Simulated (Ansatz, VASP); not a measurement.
# Two plane-wave programs on Ge

```
CELL_PARAMETERS angstrom
4.07757 0.00000 0.00000
-2.03878 3.53128 0.00000
0.00000 0.00000 6.72468
ATOMIC_POSITIONS crystal
Ge 0.33333 0.66667 0.00037
Ge 0.66667 0.33333 0.50037
Ge 0.33333 0.66667 0.37463
Ge 0.66667 0.33333 0.87463
```

Change from the starting cell: hydrostatic strain +2.0%.

Alike in both runs: task single point; functional PBE; k mesh 12 × 12 × 4; occupations fermi-dirac, width 0.02 eV; no spin polarisation.

|  | VASP | Ansatz |
| --- | --- | --- |
| version | VASP 6.6.1 | Ansatz 0.2.0 |
| potentials or method | VASP PAW PBE potentials, release 64 (Ge_d) | plane waves, PAW |
| plane-wave cutoff (eV) | 520 | 420 |
| valence electrons in the cell | 56 | 56 |

VASP gave:

* pressure (GPa): -0.9
* rms of the force components (eV/Å): 0.005

Task: What did Ansatz give for the same quantities?

Result: Pressure (GPa): -0.8; rms of the force components (eV/Å): 0.005.

Atom by atom the forces differ by 0.000 eV/Å (rms over components).
